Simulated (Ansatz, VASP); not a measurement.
**Al2InN3 in VASP and in Ansatz**

```
Al In N
1.0
     4.91657   -2.82755    0.00000
     4.91657    2.82755    0.00000
     0.00000    0.00000    5.24907
Al In N
4 2 6
Direct
  0.00844 0.33486 0.99174
  0.66514 0.99156 0.99174
  0.99156 0.66514 0.49174
  0.33486 0.00844 0.49174
  0.32207 0.67793 0.98699
  0.67793 0.32207 0.48699
  0.03676 0.33363 0.35570
  0.66637 0.96324 0.35570
  0.96324 0.66637 0.85570
  0.33363 0.03676 0.85570
  0.29824 0.70176 0.40613
  0.70176 0.29824 0.90613
```

Alike in both runs: functional PBE; k mesh 6 × 6 × 6; occupations gaussian, width 0.02 eV; no spin polarisation.

Ansatz relaxed the structure, and its values are those at the end. VASP's run is a single point on that final structure, the one shown.

|  | VASP | Ansatz |
| --- | --- | --- |
| version | VASP 6.6.1 | Ansatz 0.2.0 |
| potentials or method | VASP PAW PBE potentials, release 64 (Al, In_d, N), cutoff 520 eV | scalar-relativistic, plane waves, PAW |
| valence electrons in the cell | 68 | 68 |

Ansatz gave:

```
gap on the k mesh at the Fermi level (eV) : 2.16
least direct gap on the mesh (eV)         : 2.16
pressure (GPa)                            : 0.0
rms of the force components (eV/Å)        : 0.001
```

Task: Estimate VASP's values.

Result: gap on the k mesh at the Fermi level (eV): 2.16; least direct gap on the mesh (eV): 2.16; pressure (GPa): -0.1; rms of the force components (eV/Å): 0.009.

With one functional, cell and mesh, what is left measures potentials, basis and numerics.
